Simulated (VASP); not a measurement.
# SbP5 (Cmmm) in VASP: notebook, part 2 of 2

VASP 6.6.1.

## 4. Relaxation of cell and atoms, PBE

This run uses another cell than the first one, of the same volume but with other edges.

File INCAR:

```
SYSTEM = SbP5
  PREC = Accurate
  ENCUT = 600
  EDIFF = 1E-6
  ISMEAR = 0
  SIGMA = 0.1
  LREAL = .False.
  LASPH = .True.
  NELM = 80
  ALGO = Normal
  ISIF = 3
  LWAVE = .False.
  LCHARG = .False.
  GGA = PE
  IBRION = 2
  NSW = 90
  EDIFFG = -0.04
```

File KPOINTS:

```
Automatic mesh
0
Gamma
  4 4 4
  0 0 0
```

File POSCAR:

```
SbP5
1.0
    2.2757069861     -3.5432342034      0.0000000000
    2.2757069861      3.5432342034      0.0000000000
    0.0000000000      0.0000000000      7.1064264203
Sb P
1 5
Direct
    0.0000000000      0.0000000000      0.5000000000
    0.0000000000      0.0000000000      0.0000000000
    0.0000000000      0.5000000000      0.2181698725
    0.5000000000      0.0000000000      0.7818301275
    0.0000000000      0.5000000000      0.7818301275
    0.5000000000      0.0000000000      0.2181698725
```

Potentials or basis: VASP PAW PBE potentials, release 64 (Sb, P).

On the command line:

```console
$ cat potpaw_PBE.64/Sb/POTCAR potpaw_PBE.64/P/POTCAR > POTCAR
$ mpirun -np 1 vasp_std > vasp.out
```

OUTCAR:

```text
SYSTEM = SbP5
   PREC = Accurate
   ENCUT = 600
   EDIFF = 1E-6
   ISMEAR = 0
   LREAL = .False.
   LASPH = .True.
   NELM = 80
   ISIF = 3
   GGA = PE
   IBRION = 2
   NSW = 90
   EDIFFG = -0.04

 ion  position               nearest neighbor table
   1  0.000  0.000  0.500-   3 2.91   4 2.91   5 2.91   6 2.91   3 2.91   5 2.91   4 2.91   6 2.91

   2  0.000  0.000  0.000-   3 2.61   4 2.61   5 2.61   6 2.61   3 2.61   5 2.61   4 2.61   6 2.61

   3  0.000  0.500  0.218-   6 2.28   6 2.28   2 2.61   2 2.61   1 2.91   1 2.91
   4  0.500  0.000  0.782-   5 2.28   5 2.28   2 2.61   2 2.61   1 2.91   1 2.91
   5  0.000  0.500  0.782-   4 2.28   4 2.28   2 2.61   2 2.61   1 2.91   1 2.91
   6  0.500  0.000  0.218-   3 2.28   3 2.28   2 2.61   2 2.61   1 2.91   1 2.91

  LATTYP: Found a base centered orthorhombic cell.
 ALAT       =     4.5514139722
 B/A-ratio  =     1.5569817314
[... 195 lines left out ...]
  -------------------------------------------------------------------------------------
  Total       -0.8217978      1.9249917     -1.6059447     -0.0000000      0.0000000      0.0000000
  in kB      -11.4888900     26.9117529    -22.4514149     -0.0000000      0.0000000      0.0000000
  external PRESSURE =      -2.3428507 kB  Pullay stress =       0.0000000 kB
[... 307 lines left out ...]
--------------------------------------- Ionic step        9  -------------------------------------------

 number of electron      30.0000004 magnetization

 Free energy of the ion-electron system (eV)
  ---------------------------------------------------
  ext. energy  EPLUGINS =         0.00000000
  ---------------------------------------------------
  free energy    TOTEN  =       -28.03409673 eV

  energy without entropy =      -28.02258474  energy(sigma->0) =      -28.02834074

 E-fermi :   7.5664     XC(G=0): -10.2383

 val. band max:        7.5345768565   @ k =   0.5000   0.2500   0.0000
 cond. band min:       7.6224885856   @ k =   0.5000   0.2500   0.0000
 fundamental gap:      0.0879117292
 Fermi energy:         7.5664462109

 k-point     1 :       0.0000    0.0000    0.0000
  band No.  band energies     occupation
      1      -7.9011      2.00000
      2      -5.8788      2.00000
      3      -3.1723      2.00000
      4      -0.1486      2.00000
      5       0.1144      2.00000
      6       0.2812      2.00000
[... 484 lines left out ...]
  FREE ENERGIE OF THE ION-ELECTRON SYSTEM (eV)
  ---------------------------------------------------
  free  energy   TOTEN  =       -28.0340967330 eV

  energy  without entropy=      -28.0225847430  energy(sigma->0) =      -28.02834074

 reached required accuracy - stopping structural energy minimisation
```

OSZICAR:

```text
N       E                     dE             d eps       ncg     rms          rms(c)
DAV:   1     0.146328046243E+03    0.14633E+03   -0.13305E+04   798   0.150E+03
DAV:   2    -0.162050112796E+02   -0.16253E+03   -0.15734E+03  1020   0.220E+02
DAV:   3    -0.277735430593E+02   -0.11569E+02   -0.11030E+02  1043   0.595E+01
[... 72 lines left out ...]
DAV:   2    -0.280341868446E+02    0.15409E-03   -0.41142E-04   932   0.119E-01    0.568E-02
DAV:   3    -0.280341031724E+02    0.83672E-04   -0.14126E-04   862   0.581E-02    0.118E-02
DAV:   4    -0.280340987659E+02    0.44065E-05   -0.68933E-06   975   0.160E-02    0.678E-03
DAV:   5    -0.280340973457E+02    0.14201E-05   -0.94667E-07   429   0.574E-03    0.337E-03
DAV:   6    -0.280340967330E+02    0.61278E-06   -0.15831E-07   414   0.284E-03
   9 F= -.28034097E+02 E0= -.28028341E+02  d E =-.424143E-03
```

It took 2 min on 1 thread of AMD EPYC 9R45 (Zen 5), shared host; peak memory 0.27 GiB.

What came out:

* Free energy: -28.0341 eV
* Relaxed volume: 19.13 Å³/atom
* Relaxed cell: a = 4.349 Å, b = 4.349 Å, c = 6.827 Å, α = 90.00°, β = 90.00°, γ = 117.28°
* Space group after relaxing (to 0.1 Å): Cmmm (No. 65)
* Energy gained by relaxing: 11.3 meV/atom
* Ionic steps: 9
* Pressure after relaxing: 0.0 GPa
* Largest force after relaxing: 0.017 eV/Å
* Band gap on the k mesh: zero (bands 15 and 16 overlap by 2.20 eV)

Forces on the atoms (eV/Å):
```
Sb   0.000  0.000  0.000
P    0.000  0.000  0.000
P    0.000  0.000  0.017
P    0.000  0.000 -0.017
P    0.000  0.000 -0.017
P    0.000  0.000  0.017
```

Step by step:
```tsv
step	energy change (eV)	largest force (eV/Å)	pressure (GPa)	volume (Å³)
1	0.0000	0.0447	-0.23	114.60
2	-0.0406	0.0312	0.33	114.12
3	-0.0525	0.0064	0.97	113.64
4	-0.0627	0.0001	-0.67	115.70
5	-0.0633	0.0017	-0.36	115.30
6	-0.0668	0.0111	-0.31	115.22
7	-0.0674	0.0188	-0.29	115.18
8	-0.0676	0.0151	0.21	114.46
9	-0.0678	0.0167	0.00	114.76
```

Final structure:
```xyz
6
Lattice="2.2632 -3.7138 0.0000 2.2632 3.7138 0.0000 0.0000 0.0000 6.8270" Properties=species:S:1:pos:R:3 pbc="T T T"
Sb    0.0000    0.0000    3.4135
P     0.0000    0.0000    0.0000
P     1.1316    1.8569    1.4845
P     1.1316   -1.8569    5.3425
P     1.1316    1.8569    5.3425
P     1.1316   -1.8569    1.4845
```

Levels at points of the mesh, in eV from the Fermi level:
| k point | band 13 | band 14 | band 15 | band 16 | band 17 | band 18 |
| --- | --- | --- | --- | --- | --- | --- |
| (0.00, 0.00, 0.00) | -2.04 | -2.01 | -1.66 | -1.07 | -0.50 | -0.38 |
| (0.50, 0.00, 0.00) | -1.45 | -0.49 | -0.26 | -0.05 | 0.65 | 1.54 |
| (0.50, 0.50, 0.00) | -0.22 | -0.09 | 0.16 | 1.03 | 1.62 | 2.09 |
| (0.00, 0.00, 0.50) | -3.01 | -2.12 | -0.14 | 0.86 | 1.05 | 1.44 |
| (0.50, 0.00, 0.50) | -0.41 | 0.43 | 0.44 | 0.60 | 1.12 | 1.50 |
| (0.50, 0.50, 0.50) | -1.58 | -0.60 | 1.12 | 2.03 | 2.09 | 2.79 |

Caveat: the k points lie up to 0.41 Å⁻¹ apart in the final cell, too coarse for converged energies and pressures of a metal; spin-orbit coupling is left out, which moves the levels of the heavy elements.

## 5. Single point, PBE

This run uses another cell than the first one, of the same volume but with other edges.

File INCAR:

```
PREC = Accurate
ENCUT = 520
EDIFF = 1E-7
ISMEAR = 0
SIGMA = 0.1
LREAL = False
LASPH = True
NELM = 60
ALGO = Normal
ISIF = 2
LWAVE = False
LCHARG = False
GGA = PE
NBANDS = 24
```

File KPOINTS:

```
regular mesh
0
Gamma
  10 10 6
```

File POSCAR:

```
SbP5
1.0
    2.3686461860     -3.5414752407      0.0000000000
    2.3686461860      3.5414752407      0.0000000000
    0.0000000000      0.0000000000      6.8362886790
Sb P
1 5
Direct
    0.0000000000      0.0000000000      0.5000000000
    0.0000000000      0.0000000000      0.0000000000
    0.0000000000      0.5000000000      0.2134583766
    0.5000000000      0.0000000000      0.7865416234
    0.0000000000      0.5000000000      0.7865416234
    0.5000000000      0.0000000000      0.2134583766
```

On the command line:

```console
$ cat potpaw_PBE.64/Sb/POTCAR potpaw_PBE.64/P/POTCAR > POTCAR
$ mpirun -np 1 vasp_std > vasp.out
```

Wall time 2 min (1 thread of AMD EPYC 9R45 (Zen 5), shared host); peak memory 0.38 GiB.

It converged, with:

```
Free energy            : -28.0858 eV
Pressure               : -0.2 GPa
Largest force          : 0.003 eV/Å
Band gap on the k mesh : zero (bands 15 and 16 overlap by 2.55 eV)
```

Forces in eV/Å, atoms in the order of the input:
```
Sb   0.000  0.000  0.000
P    0.000  0.000  0.000
P    0.000  0.000 -0.003
P    0.000  0.000  0.003
P    0.000  0.000  0.003
P    0.000  0.000 -0.003
```

Levels at points of the mesh, in eV from the Fermi level:
```tsv
k point	band 13	band 14	band 15	band 16	band 17	band 18
(0.00, 0.00, 0.00)	-1.51	-1.47	-1.39	-1.36	-0.97	-0.54
(0.50, 0.00, 0.00)	-1.19	-0.34	-0.05	0.05	0.56	1.14
(0.50, 0.50, 0.00)	0.16	0.26	0.35	1.13	1.85	2.09
(0.00, 0.00, 0.50)	-2.43	-2.10	-0.48	1.26	1.29	1.63
(0.50, 0.00, 0.50)	-0.27	0.18	0.54	0.69	1.06	1.44
(0.50, 0.50, 0.50)	-1.97	-0.97	1.19	2.22	2.69	3.11
```

Caveat: spin-orbit coupling is left out, which moves the levels of the heavy elements.

## 6. Overview

| task | cell | k mesh | cutoff (eV) | gap on the mesh (eV) | pressure (GPa) | relaxed volume (Å³/atom) | largest force (eV/Å) |
| --- | --- | --- | --- | --- | --- | --- | --- |
| single point | a = 4.348, b = 4.348, c = 6.819 Å, angles 90.0, 90.0, 117.1°, 6 atoms, atomic positions A | 4 × 4 × 4 | 520 | none | -0.1 | - | - |
| relaxation of cell and atoms | relaxed from a = 4.579, b = 4.579, c = 7.871 Å, angles 90.0, 90.0, 104.6°, 6 atoms, atomic positions B | 4 × 4 × 2 | 600 | none | -0.1 | 19.06 | 0.04 |
| relaxation of cell and atoms | relaxed from a = 4.211, b = 4.211, c = 7.106 Å, angles 90.0, 90.0, 114.6°, 6 atoms, atomic positions A | 4 × 4 × 4 | 600 | none | 0.0 | 19.13 | 0.02 |
| single point | a = 4.261, b = 4.261, c = 6.836 Å, angles 90.0, 90.0, 112.4°, 6 atoms, atomic positions C | 10 × 10 × 6 | 520 | none | -0.2 | - | - |

Alike in all rows: level PBE; potentials or basis VASP PAW PBE potentials, release 64 (Sb, P); no spin polarisation; smearing gaussian 0.1 eV.

Caveats: some runs use coarse meshes; spin-orbit coupling is left out, which moves the levels of the heavy elements; the volume moved by over 15 % at a fixed basis, so the end points are rough (at least some runs).

Total energies depend on the potentials used, so only differences within one code and one set of settings carry meaning.
